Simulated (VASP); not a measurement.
Wanted: the native input for a VASP 6.6.1 run.

| Item | Value |
| --- | --- |
| Task | relaxation of cell and atoms |
| Functional | PBEsol |
| Potentials or basis | VASP PAW PBE potentials, release 64 (Al, P) |
| Cutoff | 500 eV |
| k mesh | 8 × 8 × 8 |
| Occupations | gaussian, width 0.01 eV |
| Spin | no spin polarisation |
| Target pressure | 10 GPa |
| Dipole correction | no |
| Further INCAR settings | ALGO = Normal; EDIFF = 1e-07; IBRION = 2; EDIFFG = -0.002; NSW = 100; ISIF = 3 |

The structure of AlP lies in POSCAR:

```
AlP
1.0
    0.0000000000      2.7351213398      2.7351213398
    2.7351213398      0.0000000000      2.7351213398
    2.7351213398      2.7351213398      0.0000000000
Al P
1 1
Direct
    0.0000000000      0.0000000000      0.0000000000
    0.7500000000      0.7500000000      0.7500000000
```

The input as run:

INCAR

```
SYSTEM = AlP
PREC     = Accurate       ! precision mode
ENCUT    = 500            ! plane-wave cutoff, eV
EDIFF    = 1E-7           ! SCF threshold, eV
ISMEAR   = 0              ! smearing method
SIGMA    = 0.01           ! smearing width, eV
LREAL    = .False.        ! projectors in reciprocal space
LASPH    = .True.         ! aspherical terms in the spheres
NELM     = 120            ! most SCF steps
ALGO     = Normal         ! electronic algorithm
ISIF     = 3              ! what is computed and relaxed
LWAVE    = .False.        ! write WAVECAR
LCHARG   = .False.        ! write CHGCAR
GGA      = PS             ! functional
IBRION   = 2              ! ionic algorithm
NSW      = 100            ! ionic steps
EDIFFG   = -0.002         ! ionic threshold
PSTRESS  = 100.0        
GGA_COMPAT= .False.      
NELMIN   = 4
```

KPOINTS

```
regular mesh
0
Gamma
  8 8 8
  0 0 0
```

Potentials or basis: VASP PAW PBE potentials, release 64 (Al, P).

Run with:

```bash
$ cat potpaw_PBE.64/Al/POTCAR potpaw_PBE.64/P/POTCAR > POTCAR
$ mpirun -np 1 vasp_std > vasp.out
```

Results of the run:

The relaxed volume is 18.62 Å³/atom, the relaxed cell is a = 3.748 Å, b = 3.748 Å, c = 3.748 Å, α = 60.00°, β = 60.00°, γ = 60.00° and the space group after relaxing (to 0.1 Å) is F-43m (No. 216). The energy change on relaxing (the run minimises the enthalpy) is +53.3 meV/atom. The ionic steps are 6, the pressure after relaxing is 10.0 GPa and the band gap on the k mesh is 1.25 eV (least direct gap 3.56 eV).

Caveat: the cell is relaxed towards a set pressure, so the run minimises the enthalpy, not the energy; the PAW data sets were made with another functional, which shifts forces and pressure a little.

It took 32 s on 1 thread of Intel(R) Xeon(R) Platinum 8375C CPU @ 2.90GHz (Ice Lake), with other jobs on the host, peak memory 0.15 GiB.
